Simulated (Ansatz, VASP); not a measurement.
## NbP: VASP beside Ansatz

The input INCAR:

```
SYSTEM = NbP
ALGO     = Normal         ! electronic algorithm
EDIFF    = 1E-6           ! SCF threshold, eV
ENCUT    = 520            ! plane-wave cutoff, eV
GGA      = PS             ! functional
ISIF     = 2              ! what is computed and relaxed
ISMEAR   = -1             ! smearing method
LASPH    = .True.         ! aspherical terms in the spheres
LCHARG   = .False.        ! write CHGCAR
LDAU     = .True.         ! DFT+U
LDAUJ    = 0 0          
LDAUL    = 2 -1           ! shell
LDAUPRINT= 1            
LDAUTYPE = 2            
LDAUU    = 6 0            ! U, eV
LMAXMIX  = 4              ! l up to which the mixer works
LREAL    = .False.        ! projectors in reciprocal space
LWAVE    = .False.        ! write WAVECAR
NBANDS   = 26             ! bands
NELM     = 150            ! most SCF steps
PREC     = Accurate       ! precision mode
SIGMA    = 0.05           ! smearing width, eV
```

Contents of KPOINTS:

```
k-points
0
Gamma
  11 11 11
  0 0 0
```

POSCAR

```
NbP
1.0
   -1.6749232544      1.6749232544      5.7401081759
    1.6749232544     -1.6749232544      5.7401081759
    1.6749232544      1.6749232544     -5.7401081759
Nb P
2 2
Direct
    0.2498808000      0.7498808000      0.5000000000
    0.4998808000      0.4998808000      0.0000000000
    0.8327477700      0.3327477700      0.5000000000
    0.0827477700      0.0827477700      0.0000000000
```

Contents of input.yaml:

```yaml
crystal:
  lattice:
    - [-1.6749232544, 1.6749232544, 5.7401081759]
    - [1.6749232544, -1.6749232544, 5.7401081759]
    - [1.6749232544, 1.6749232544, -5.7401081759]
  atoms:
    - { symbol: Nb, position: [0.2498808, 0.7498808, 0.5] }
    - { symbol: Nb, position: [0.4998808, 0.4998808, 0.0] }
    - { symbol: P, position: [0.83274777, 0.33274777, 0.5] }
    - { symbol: P, position: [0.08274777, 0.08274777, 0.0] }
kpoints:
  mp_grid: { grid: [11, 11, 11] }
scf:
  occupations: { method: fermi_dirac, width: 0.05 }
hamiltonian:
  xc: pbesol
  pseudopotentials: { kind: all_electron, lapw: { basis_error: 0.002 } }
  hubbard:
    sites: [{ species: Nb, l: d, u_eff: 6 }]
    double_counting: fll
    projectors: ortho-atomic
output:
  forces: true
  stress: true
  eigenvalues: true
  dos: { projected: false, de: 0.1, e_range: [-10, 10] }
```

Alike in both runs: functional PBEsol; k mesh 11 × 11 × 11; occupations fermi-dirac, width 0.05 eV; no spin polarisation; Hubbard terms Nb d U = 6.0 eV.

|  | VASP | Ansatz |
| --- | --- | --- |
| version | VASP 6.6.1 | Ansatz 0.2.0 |
| potentials or method | VASP PAW PBE potentials, release 64 (Nb_sv, P), cutoff 520 eV | all-electron LAPW, scalar-relativistic |
| task | single point | density of states |

|  | VASP | Ansatz | Ansatz less VASP |
| --- | --- | --- | --- |
| pressure (GPa) | 2.3 | -2.9 | -5.21 |
| traceless stress, the component that is largest in VASP (GPa) | -0.57 | 1.21 | +1.781 |
| rms of the force components (eV/Å) | 0.001 | 0.047 | +0.0466 |

VASP's potentials were made for PBE, not for PBEsol. The programs project onto different local orbitals, so the same U acts differently, and such runs can settle in different states. Atom by atom the forces differ by 0.047 eV/Å (rms over components). Ansatz ran all-electron here, and VASP with PAW potentials.

Noted on Ansatz's run: U is the effective U less J, on atomic orbitals that reach past the spheres.
